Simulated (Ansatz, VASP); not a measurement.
Two plane-wave programs on Ru

The input POSCAR:

```
Ru
1.0
    2.7023482492      0.0000000000      0.0000000000
   -1.3511741246      2.3403022337      0.0000000000
    0.0000000000      0.0000000000      4.5219234522
Ru
2
Direct
    0.3333333333      0.6666666667      0.2500000000
    0.6666666667      0.3333333333      0.7500000000
```

INCAR.step1

```
  PREC = Accurate
  ENCUT = 520
  ISMEAR = 0
  SIGMA = 0.15
  LREAL = F
  LASPH = T
  NELM = 60
  NBANDS = 21
  GGA = PE
  ALGO = Normal
  EDIFF = 1E-4
  LWAVE = T
  LCHARG = F
```

Contents of INCAR.step2:

```
  PREC = Accurate
  ENCUT = 520
  EDIFF = 1E-7
  ISMEAR = 0
  SIGMA = 0.15
  LREAL = F
  LASPH = T
  NELM = 60
  ALGO = Normal
  ISIF = 2
  LWAVE = F
  LCHARG = F
  METAGGA = R2SCAN
  LMIXTAU = T
  NBANDS = 21
  ISTART = 1
```

Contents of KPOINTS:

```
regular mesh
0
Gamma
  24 24 14
```

Input for Ansatz:

```yaml
crystal:
  lattice:
    - [2.7023482492, 0.0, 0.0]
    - [-1.3511741246, 2.3403022337, 0.0]
    - [0.0, 0.0, 4.5219234522]
  atoms:
    - { symbol: Ru, position: [0.3333333333, 0.6666666667, 0.25] }
    - { symbol: Ru, position: [0.6666666667, 0.3333333333, 0.75] }
basis:
  ecutwfc: 500
kpoints:
  mp_grid: { grid: [24, 24, 14] }
hamiltonian:
  xc: r2scan
scf:
  occupations: { method: gaussian, width: 0.15 }
output:
  forces: true
  stress: true
  eigenvalues: true
```

Change from the starting cell: strain +0.0600 x Voigt [0, 0, 1, 0, 0, 0], atoms carried along.

Alike in both runs: task single point; functional r2SCAN; k mesh 24 × 24 × 14; occupations gaussian, width 0.15 eV; no spin polarisation.

```csv
,VASP,Ansatz
version,VASP 6.6.1,Ansatz 0.2.0
potentials or method,"VASP PAW PBE potentials, release 64 (Ru_pv), cutoff 520 eV","scalar-relativistic, plane waves, PAW"
valence electrons in the cell,28,32
```

```tsv
	VASP	Ansatz	Ansatz less VASP
gap on the k mesh at the Fermi level (eV)	none	none	-
pressure (GPa)	-15.4	-16.5	-1.13
traceless stress, the component that is largest in VASP (GPa)	-16.25	-16.21	+0.040
```

VASP's potentials were made for PBE, not for r2SCAN. A gap of «none» marks a metal or a gap that the smearing closes. VASP's potentials hold 28 valence electrons a cell and Ansatz's 32, so a difference there can come from the potentials and not from the codes.
